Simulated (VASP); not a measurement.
CoSi:

```
Co Si
1.0
     4.43800    0.00000    0.00000
     0.00000    4.43800    0.00000
     0.00000    0.00000    4.43800
Co Si
4 4
Direct
  0.14000 0.14000 0.14000
  0.36000 0.86000 0.64000
  0.64000 0.36000 0.86000
  0.86000 0.64000 0.36000
  0.84300 0.84300 0.84300
  0.65700 0.15700 0.34300
  0.34300 0.65700 0.15700
  0.15700 0.34300 0.65700
```

- Program: VASP 6.6.1
- Task: relaxation of cell and atoms
- Functional: LDA
- Potentials or basis: VASP PAW LDA potentials, release 64 (Co, Si)
- Cutoff: 600 eV
- k mesh: 10 × 10 × 10
- Occupations: gaussian, width 0.02 eV
- Spin: no spin polarisation

At the start: pressure -12.4 GPa; volume 10.93 Å³/atom.

Where does the relaxation end?

Over 11 steps the energy falls by 27.8 meV/atom and the volume is 10.31 Å³/atom (-5.7 %); space group P2_13 (No. 198, to 0.1 Å) before and after.

Step by step:
```
step  energy change (eV)  largest force (eV/Å)  pressure (GPa)  volume (Å³)
   1              0.0000                0.1636          -12.45        87.41
   2              0.1539                0.5933           21.46        77.11
   3             -0.1939                0.3420           -0.08        82.79
   4             -0.1939                0.3457            0.22        82.69
   5             -0.2108                0.2199            0.21        82.56
   6             -0.2215                0.0642            0.40        82.34
   7             -0.2216                0.0633            0.35        82.35
   8             -0.2217                0.0074           -0.70        82.67
   9             -0.2220                0.0305           -0.22        82.53
  10             -0.2222                0.0061            0.04        82.43
  11             -0.2222                0.0009            0.02        82.45
```

Final structure:
```xyz
8
Lattice="4.3524 0.0000 0.0000 0.0000 4.3524 0.0000 0.0000 0.0000 4.3524" Properties=species:S:1:pos:R:3 pbc="T T T"
Co    0.6345    0.6345    0.6345
Co    1.5417    3.7179    2.8107
Co    2.8107    1.5417    3.7179
Co    3.7179    2.8107    1.5417
Si    3.6695    3.6695    3.6695
Si    2.8590    0.6828    1.4934
Si    1.4934    2.8590    0.6828
Si    0.6828    1.4934    2.8590
```
